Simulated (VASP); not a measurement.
# NaLiSe2 (R-3m) in VASP: single point with PBE

Aim: the single point of NaLiSe2 with PBE.

Program: VASP 6.6.1. These are calculated values, not measurements. Logs are shortened: lines on timing, memory, paths and dates and some standing lists are left out, and cuts for length are marked.

## 1. The cell of the first run

It takes space group R-3m (No. 166, trigonal). The conventional cell has a = 3.928 Å, b = 3.928 Å, c = 19.705 Å, α = 90.00°, β = 90.00°, γ = 120.00°. Li (site symmetry -3m) has 6 Se at 2.72 Å within 3.6 Å. Within 4.0 Å of Na (site symmetry -3m) lie 6 Se at 2.89 Å and 6 Na at 3.93 Å and 6 Li at 3.99 Å. Within 3.6 Å of Se (site symmetry 3m) lie 3 Li at 2.72 Å and 3 Na at 2.89 Å.

## 2. Single point, PBE

POSCAR

```
NaLiSe2
1.0
    3.9281930000      0.0000000000      0.0000000000
   -1.9640960000      3.4019180000      0.0000000000
   -1.9640960000      1.1339730000      6.5684750000
Li Na Se
1 1 2
Direct
    0.5000000000      0.5000000000      0.5000000000
    0.0000000000      0.0000000000      0.0000000000
    0.2426000000      0.7574000000      0.7278000000
    0.7574000000      0.2426000000      0.2722000000
```

INCAR.step1

```
SYSTEM = NaLiSe2
  PREC = Accurate
  ENCUT = 520
  EDIFF = 1E-6
  ISMEAR = -1
  SIGMA = 0.1
  LREAL = .False.
  LASPH = .True.
  NELM = 80
  ALGO = Normal
  ISIF = 2
  LWAVE = .False.
  LCHARG = .True.
  GGA = PE
  NBANDS = 19
```

KPOINTS.step1

```
regular mesh
0
Gamma
  10 10 10
  0 0 0
```

INCAR.step2

```
SYSTEM = NaLiSe2
  PREC = Accurate
  ENCUT = 520
  EDIFF = 1E-6
  ISMEAR = -5
  SIGMA = 0.1
  LREAL = .False.
  LASPH = .True.
  NELM = 80
  ALGO = Normal
  ISIF = 2
  LWAVE = .False.
  LCHARG = .False.
  GGA = PE
  LORBIT = 11
  NBANDS = 19
  NEDOS = 1001
  ICHARG = 11
```

KPOINTS.step2

```
regular mesh
0
Gamma
  15 15 15
  0 0 0
```

Potentials or basis: VASP PAW PBE potentials, release 64 (Li_sv, Na_pv, Se).

Launch:

```sh
cat potpaw_PBE.64/Li_sv/POTCAR potpaw_PBE.64/Na_pv/POTCAR potpaw_PBE.64/Se/POTCAR > POTCAR
cp INCAR.step1 INCAR
cp KPOINTS.step1 KPOINTS
mpirun -np 1 vasp_std > vasp.out
cp INCAR.step2 INCAR
cp KPOINTS.step2 KPOINTS
mpirun -np 1 vasp_std > vasp.out
```

OUTCAR:

```text
SYSTEM = NaLiSe2
   PREC = Accurate
   ENCUT = 520
   EDIFF = 1E-6
   ISMEAR = -5
   LREAL = .False.
   LASPH = .True.
   NELM = 80
   ISIF = 2
   GGA = PE
   LORBIT = 11
   ICHARG = 11

 ion  position               nearest neighbor table
   1  0.500  0.500  0.500-
   2  0.000  0.000  0.000-
   3  0.243  0.757  0.728-
   4  0.757  0.243  0.272-

  LATTYP: Found a trigonal (rhomboedric) cell.
 ALAT       =     6.9489882968
 COS(alpha) =     0.8402234151

  Lattice vectors:

 A1 = (  -0.0000000000,  -2.2679450000,   6.5684750000)
 A2 = (   1.9640970000,   1.1339730000,   6.5684750000)
 A3 = (  -1.9640960000,   1.1339730000,   6.5684750000)

Analysis of symmetry for initial positions (statically):
=====================================================================
 Subroutine PRICEL returns:
 Original cell was already a primitive cell.

 Routine SETGRP: Setting up the symmetry group for a
 trigonal (rhombohedral) supercell.

 Subroutine GETGRP returns: Found 12 space group operations
 (whereof 12 operations were pure point group operations)
 out of a pool of 12 trial point group operations.

The static configuration has the point symmetry D_3d.

Analysis of symmetry for dynamics (positions and initial velocities):
=====================================================================
 Subroutine PRICEL returns:
 Original cell was already a primitive cell.

 Routine SETGRP: Setting up the symmetry group for a
 trigonal (rhombohedral) supercell.

 Subroutine GETGRP returns: Found 12 space group operations
 (whereof 12 operations were pure point group operations)
 out of a pool of 12 trial point group operations.

The dynamic configuration has the point symmetry D_3d.

 Subroutine INISYM returns: Found 12 space group operations
 (whereof 12 operations are pure point group operations),
 and found     1 'primitive' translations

----------------------------------------------------------------------------------------

                                     Primitive cell

  volume of cell :      87.7771

  direct lattice vectors                    reciprocal lattice vectors
     3.928193000  0.000000000  0.000000000     0.254569977  0.146975874  0.050747426
    -1.964096000  3.401918000  0.000000000     0.000000000  0.293951824 -0.050747461
    -1.964096000  1.133973000  6.568475000     0.000000000  0.000000000  0.152242339

  length of vectors
     3.928193000  3.928195410  6.948987817     0.298300322  0.298300150  0.152242339

  position of ions in fractional coordinates (direct lattice)
     0.500000000  0.500000000  0.500000000
     0.000000000  0.000000000  0.000000000
     0.242600000  0.757400000  0.727800000
     0.757400000  0.242600000  0.272200000

  ion indices of the primitive-cell ions
   primitive index   ion index
                 1           1
                 2           2
                 3           3
                 4           4

----------------------------------------------------------------------------------------

 KPOINTS: regular mesh

Automatic generation of k-mesh.
 Grid dimensions read from file:
 generate k-points for:   15   15   15

 Generating k-lattice:

  Cartesian coordinates                     Fractional coordinates (reciprocal lattice)
     0.016971332  0.009798392  0.003383162     0.066666667  0.000000000  0.000000000
     0.000000000  0.019596788 -0.003383164     0.000000000  0.066666667 -0.000000000
     0.000000000  0.000000000  0.010149489     0.000000000  0.000000000  0.066666667

  Length of vectors
     0.019886688  0.019886677  0.010149489

  Shift w.r.t. Gamma in fractional coordinates (k-lattice)
     0.000000000  0.000000000  0.000000000

 TETIRR: Found   1695 inequivalent tetrahedra from    20250

 Subroutine IBZKPT returns following result:
 ===========================================

 Found    344 irreducible k-points:

 Following reciprocal coordinates:
            Coordinates               Weight
  0.000000  0.000000  0.000000      1.000000
  0.066667  0.000000  0.000000      6.000000
  0.133333  0.000000 -0.000000      6.000000
  0.200000  0.000000 -0.000000      6.000000
  0.266667  0.000000 -0.000000      6.000000
  0.333333  0.000000 -0.000000      6.000000
[... 16 lines left out ...]
  0.133333  0.133333 -0.000000      6.000000
  0.200000  0.133333  0.000000     12.000000
 [... further k-points ...]
   k-points           NKPTS =    344   k-points in BZ     NKDIM =    344   number of bands    NBANDS=     19
   number of dos      NEDOS =   1001   number of ions     NIONS =      4
   total plane-waves  NPLWV =  48600
   dimension x,y,z NGX =    30 NGY =   30 NGZ =   54
   dimension x,y,z NGXF=    60 NGYF=   60 NGZF=  108
   ions per type =               1   1   2
   NGX,Y,Z   is equivalent  to a cutoff of  12.70, 12.70, 12.92 a.u.
   NGXF,Y,Z  is equivalent  to a cutoff of  25.39, 25.39, 25.84 a.u.
 SYSTEM =  NaLiSe2
   PREC   = accura    normal or accurate (medium, high low for compatibility)
   ISTART =      0    job   : 0-new  1-cont  2-samecut
   ICHARG =     11    charge: 1-file 2-atom 10-const
   ISPIN  =      1    spin polarized calculation?
   LNONCOLLINEAR =      F non collinear calculations
   LSORBIT =      F    spin-orbit coupling
   LASPH  =      T    aspherical Exc in radial PAW
   ENCUT  =  520.0 eV  38.22 Ry    6.18 a.u.   7.30  7.30 12.92*2*pi/ulx,y,z
   NELM   =     80;   NELMIN=  2; NELMDL=  0     # of ELM steps
   EDIFF  = 0.1E-05   stopping-criterion for ELM
   LREAL  =      F    real-space projection
   EDIFFG = 0.1E-04   stopping-criterion for IOM
   NSW    =      0    number of steps for IOM
   IBRION =     -1    ionic relax: 0-MD 1-quasi-New 2-CG
   NFREE  =      0    steps in history (QN), initial steepest desc. (CG)
   ISIF   =      2    stress and relaxation
   ISYM   =      2    0-nonsym 1-usesym 2-fastsym
   POTIM  = 0.5000    time-step for ionic-motion
   TEBEG  =    0.0;   TEEND  =   0.0 temperature during run
   PSTRESS=    0.0 pullay stress
   NELECT =      22.0000    total number of electrons
   NUPDOWN=      -1.0000    fix difference up-down
   EMIN   =  10.00;   EMAX   =-10.00  energy-range for DOS
   EFERMI =   0.00;   METHOD = LEGACY
   ISMEAR =    -5;   SIGMA  =   0.10  broadening in eV -4-tet -1-fermi 0-gaus
   EFERMI_NEDOS =   21; number of points for ismear=-14 and -15
   IALGO  =     38    algorithm
   IMIX   =      4    mixing-type and parameters
     AMIX     =   0.40;   BMIX     =  1.00
     AMIX_MAG =   1.60;   BMIX_MAG =  1.00
  volume/ion in A,a.u.               =      21.94       148.09
  Fermi-wavevector in a.u.,A,eV,Ry     =   1.032180  1.950537 14.495579  1.065395
  Thomas-Fermi vector in A             =   2.166365
   LORBIT       =     11    0 simple, 1 ext, 2 COOP (PROOUT), +10 PAW based schemes
   GGA     = PE    functional components
   LHFCALC =     F    Hartree Fock is set to
   AEXX    =    0.0000 exact exchange contribution
   IVDW    =     0    specifies the selected vdW correction
   LEPSILON=     F    determine dielectric tensor
   LRPA    =     F    only Hartree local field effects (RPA)
 non-spin polarized calculation
 Fermi weights with tetrahedron method with Bloechl corrections
  energy-cutoff  :      520.00
  volume of cell :       87.78
 maximum number of plane-waves:      2403
 NGX is ok and might be reduce to    30

 number of electron      21.9999999 magnetization

 Free energy of the ion-electron system (eV)
  ---------------------------------------------------
  ext. energy  EPLUGINS =         0.00000000
  ---------------------------------------------------
  free energy    TOTEN  =       -12.18746500 eV

  energy without entropy =      -12.18746500  energy(sigma->0) =      -12.18746500

 E-fermi :   1.0775     XC(G=0):  -8.6687

 val. band max:        1.1045868959   @ k =   0.1333  -0.2667   0.3333
 cond. band min:       1.0561985092   @ k =   0.1333  -0.1333   0.2667
 fundamental gap:     -0.0483883867
 Fermi energy:         1.0775160238

 k-point     1 :       0.0000    0.0000    0.0000
  band No.  band energies     occupation
      1     -43.5886      2.00000
      2     -21.2264      2.00000
      3     -21.2169      2.00000
      4     -21.2168      2.00000
      5     -10.9226      2.00000
      6     -10.2159      2.00000
[... 11 lines left out ...]
     18      10.3804      0.00000
     19      10.3804      0.00000

 k-point     2 :       0.0667    0.0000    0.0000
  band No.  band energies     occupation
      1     -43.5885      2.00000
      2     -21.2261      2.00000
      3     -21.2179      2.00000
      4     -21.2171      2.00000
      5     -10.8982      2.00000
      6     -10.2035      2.00000
[... 11 lines left out ...]
     18      10.1707      0.00000
     19      10.4762      0.00000

 k-point     3 :       0.1333    0.0000   -0.0000
  band No.  band energies     occupation
      1     -43.5884      2.00000
      2     -21.2253      2.00000
      3     -21.2207      2.00000
      4     -21.2177      2.00000
      5     -10.8270      2.00000
      6     -10.1686      2.00000
[... 11 lines left out ...]
     18      10.2715      0.00000
     19      10.7250      0.00000

 k-point     4 :       0.2000    0.0000   -0.0000
  band No.  band energies     occupation
      1     -43.5883      2.00000
      2     -21.2251      2.00000
      3     -21.2240      2.00000
      4     -21.2186      2.00000
      5     -10.7162      2.00000
      6     -10.1186      2.00000
[... 407 lines left out ...]
     18      10.1880      0.00000
     19      10.4553      0.00000

 k-point    23 :       0.1333    0.1333   -0.0000
  band No.  band energies     occupation
      1     -43.5882      2.00000
      2     -21.2267      2.00000
      3     -21.2236      2.00000
      4     -21.2195      2.00000
      5     -10.6611      2.00000
      6     -10.0831      2.00000
[... 11 lines left out ...]
     18      10.4223      0.00000
     19      10.5313      0.00000

 k-point    24 :       0.2000    0.1333    0.0000
  band No.  band energies     occupation
      1     -43.5881      2.00000
      2     -21.2305      2.00000
      3     -21.2225      2.00000
      4     -21.2208      2.00000
      5     -10.5323      2.00000
      6     -10.0323      2.00000
[... 11 lines left out ...]
     18      10.1607      0.00000
     19      10.5486      0.00000

 [... further k-points ...]

------------------------ aborting loop because EDIFF is reached ----------------------------------------

  FORCE on cell =-STRESS in cart. coord.  units (eV):
  Direction    XX          YY          ZZ          XY          YZ          ZX
  --------------------------------------------------------------------------------------
  -------------------------------------------------------------------------------------
  Total       -0.1628831     -0.1628834      0.1846936     -0.0000000      0.0000000      0.0000000
  in kB       -2.9730718     -2.9730772      3.3711746     -0.0000004      0.0000002      0.0000002
  external PRESSURE =      -0.8583248 kB  Pullay stress =       0.0000000 kB

 VOLUME and BASIS-vectors are now :
 -----------------------------------------------------------------------------
  energy-cutoff  :      520.00
  volume of cell :       87.78
      direct lattice vectors                 reciprocal lattice vectors
     3.928193000  0.000000000  0.000000000     0.254569977  0.146975874  0.050747426
    -1.964096000  3.401918000  0.000000000     0.000000000  0.293951824 -0.050747461
    -1.964096000  1.133973000  6.568475000     0.000000000  0.000000000  0.152242339

 POSITION                                       TOTAL-FORCE (eV/Angst)
 -----------------------------------------------------------------------------------
      0.00000      2.26795      3.28424        -0.000000     -0.000000      0.000000
      0.00000      0.00000      0.00000        -0.000000     -0.000000      0.000000
     -1.96410      3.40192      4.78054        -0.000000     -0.000000     -0.461970
      1.96410      1.13397      1.78794         0.000000      0.000000      0.461970
 -----------------------------------------------------------------------------------
    total drift:                               -0.000000      0.000000     -0.000000

  FREE ENERGIE OF THE ION-ELECTRON SYSTEM (eV)
  ---------------------------------------------------
  free  energy   TOTEN  =       -12.1874650048 eV

  energy  without entropy=      -12.1874650048  energy(sigma->0) =      -12.18746500

 total charge

# of ion       s       p       d       tot
------------------------------------------
    1        2.014   0.046   0.000   2.060
    2        0.069   5.995   0.000   6.064
    3        1.475   2.264   0.007   3.745
    4        1.475   2.264   0.007   3.745
--------------------------------------------------
tot          5.033  10.568   0.013  15.613
```

Run time: 7.2 min. Hardware: 1 thread of Intel Xeon Platinum 8259CL at 2.50GHz (Skylake/Cascade Lake), shared host; peak memory 0.61 GiB.

Results:

```yaml
Valence_electrons_inside_the_program's_atomic_spheres: Li 2.06; Na 6.06; Se 3.75
```

Levels at points of the mesh, in eV from the Fermi level:
```
           k point  band 9  band 10  band 11  band 12  band 13  band 14
(0.00, 0.00, 0.00)    0.19     0.50     0.57     0.57     4.65     5.31
```

Caveat: the cutoff is under 1.25 times the usual one of these potentials, so pressure, stress and relaxed cells hold a basis-set (Pulay) error; tetrahedron occupations give inexact forces and stress in metals.
